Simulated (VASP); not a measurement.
Se: single point with BLYP

Se:

```xyz
2
Lattice="-5.1322 4.7816 1.4026 4.7816 -5.1322 1.4026 3.5308 3.5308 -2.0447" Properties=species:S:1:pos:R:3 pbc="T T T"
Se    3.9145   -4.2651    1.4026
Se   -0.0212    3.2015    0.3802
```

| Property | Result |
| --- | --- |
| Program | VASP 6.6.1 |
| Task | single point |
| Functional | BLYP |
| Potentials or basis | VASP PAW PBE potentials, release 64 (Se) |
| Cutoff | 520 eV |
| k mesh | 14 × 14 × 8 |
| Occupations | fermi-dirac, width 0.1 eV |
| Spin | no spin polarisation |
| Dipole correction | no |
| Further INCAR settings | ALGO = Normal; EDIFF = 1e-06; NBANDS = 13 |

```json
{
 "Pressure": "2.6 GPa",
 "Largest force": "0.282 eV/Å",
 "Band gap on the k mesh": "zero (bands 6 and 7 overlap by 2.89 eV)"
}
```

Forces on the atoms (eV/Å):
```
Se   0.200 -0.200  0.000
Se  -0.200  0.200  0.000
```

Stress tensor (GPa, compression positive):
```
2.29 1.72 0.16
1.72 2.29 0.16
0.16 0.16 3.17
```

Levels at points of the mesh, in eV from the Fermi level:
```tsv
k point	band 3	band 4	band 5	band 6	band 7	band 8	band 9	band 10
(0.00, 0.00, 0.00)	-6.20	-3.16	-2.09	1.46	1.72	3.83	4.04	8.15
(0.50, 0.00, 0.00)	-4.99	-4.99	-2.65	-2.65	2.52	2.52	5.65	5.65
(0.50, 0.50, 0.00)	-6.20	-3.21	-2.02	1.45	1.70	4.05	4.68	5.67
(0.00, 0.00, 0.50)	-4.38	-4.38	0.86	0.86	2.57	2.57	4.66	4.66
(0.50, 0.00, 0.50)	-6.27	-4.72	-3.18	-1.24	-0.37	3.37	5.31	5.79
(0.50, 0.50, 0.50)	-4.40	-4.40	0.92	0.92	2.57	2.57	5.38	5.38
```

Wall time 5.9 min on 1 thread of Intel(R) Xeon(R) 6975P-C (Granite Rapids), with other jobs on the host, peak memory 0.63 GiB.

Caveat: the PAW data sets were made with another functional, which shifts forces and pressure a little.
